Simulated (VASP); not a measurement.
A run of VASP 6.6.1:

Contents of INCAR:

```
SYSTEM = AlCo
PREC = Accurate ; ENCUT = 520
EDIFF = 1E-6 ; ISMEAR = -1
SIGMA = 0.05 ; LREAL = .FALSE.
LASPH = .TRUE. ; NELM = 100
ALGO = Normal ; ISIF = 2
LWAVE = .FALSE. ; LCHARG = .FALSE.
GGA = PE ; NBANDS = 20
```

KPOINTS

```
regular mesh
0
G
  10 10 6
  0 0 0
```

File POSCAR:

```
AlCo
1.0
    2.5063649354      0.0000000000      0.0000000000
   -1.2531824677      2.1705757052      0.0000000000
    0.0000000000      0.0000000000      7.1848823452
Co Al
2 2
Direct
    0.0000000000      0.0000000000      0.0000000000
    0.0000000000      0.0000000000      0.5000000000
    0.3333333333      0.6666666667      0.2500000000
    0.6666666667      0.3333333333      0.7500000000
```

Potentials or basis: VASP PAW PBE potentials, release 64 (Co, Al).

Command:

```sh
$ cat potpaw_PBE.64/Co/POTCAR potpaw_PBE.64/Al/POTCAR > POTCAR
$ mpirun -np 1 vasp_std > vasp.out
```

Hardware: 1 thread of Intel(R) Xeon(R) 6975P-C (Granite Rapids), with other jobs on the host.

Q: How long does it take, and how much memory?

A: Wall time 20 s on 1 thread of Intel(R) Xeon(R) 6975P-C (Granite Rapids), on a shared host, peak memory 0.17 GiB. Counts: scf iterations 14, k points 56.
